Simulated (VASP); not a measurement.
Set up this calculation in VASP 6.6.1, as the native input.

```
Task                   : single point
Functional             : r2SCAN
Potentials or basis    : VASP PAW PBE potentials, release 64 (As)
Cutoff                 : 520 eV
k mesh                 : 14 × 14 × 14
Occupations            : gaussian, width 0.05 eV
Spin                   : no spin polarisation
Dipole correction      : no
Further INCAR settings : ALGO = Normal; EDIFF = 1e-07; NBANDS = 12
```

The system is As.

```
As
1.0
     1.87092    1.08018    3.70729
    -1.87092    1.08018    3.70729
     0.00000   -2.16035    3.70729
As
2
Direct
  0.22430 0.22430 0.22430
  0.77570 0.77570 0.77570
```

These files were run (other wordings do the same):

POSCAR

```
As
1.0
    1.8709204714      1.0801764378      3.7072888267
   -1.8709204714      1.0801764378      3.7072888267
    0.0000000000     -2.1603528756      3.7072888267
As
2
Direct
    0.2242975667      0.2242975667      0.2242975667
    0.7757024333      0.7757024333      0.7757024333
```

INCAR.step1

```
SYSTEM = As
PREC     = Accurate       ! precision mode
ENCUT    = 520            ! plane-wave cutoff, eV
ISMEAR   = 0              ! smearing method
SIGMA    = 0.05           ! smearing width, eV
LREAL    = .False.        ! projectors in reciprocal space
LASPH    = .True.         ! aspherical terms in the spheres
NELM     = 60             ! most SCF steps
NBANDS   = 12             ! bands
GGA      = PE             ! functional
ALGO     = Normal         ! electronic algorithm
EDIFF    = 1E-4           ! SCF threshold, eV
LWAVE    = .True.         ! write WAVECAR
LCHARG   = .False.        ! write CHGCAR
```

INCAR.step2

```
SYSTEM = As
PREC     = Accurate       ! precision mode
ENCUT    = 520            ! plane-wave cutoff, eV
EDIFF    = 1E-7           ! SCF threshold, eV
ISMEAR   = 0              ! smearing method
SIGMA    = 0.05           ! smearing width, eV
LREAL    = .False.        ! projectors in reciprocal space
LASPH    = .True.         ! aspherical terms in the spheres
NELM     = 60             ! most SCF steps
ALGO     = Normal         ! electronic algorithm
ISIF     = 2              ! what is computed and relaxed
LWAVE    = .False.        ! write WAVECAR
LCHARG   = .False.        ! write CHGCAR
METAGGA  = R2SCAN         ! meta-GGA
LMIXTAU  = .True.       
NBANDS   = 12             ! bands
ISTART   = 1
```

KPOINTS

```
Automatic mesh
0
Gamma
  14 14 14
  0 0 0
```

Potentials or basis: VASP PAW PBE potentials, release 64 (As).

The run is started by

```bash
$ cat potpaw_PBE.64/As/POTCAR > POTCAR
$ cp INCAR.step1 INCAR
$ mpirun -np 1 vasp_std > vasp.out
$ cp INCAR.step2 INCAR
$ mpirun -np 1 vasp_std > vasp.out
```

Results of the run:

| Item | Value |
| --- | --- |
| Pressure | 0.8 GPa |
| Largest force | 0.043 eV/Å |
| Band gap on the k mesh | zero (bands 5 and 6 overlap by 0.44 eV) |

Caveat: the PAW data sets were made with another functional, which shifts forces and pressure a little.

Wall time 5.7 min on 1 thread of Intel(R) Xeon(R) Platinum 8488C (Sapphire Rapids) (shared host), peak memory 0.27 GiB.
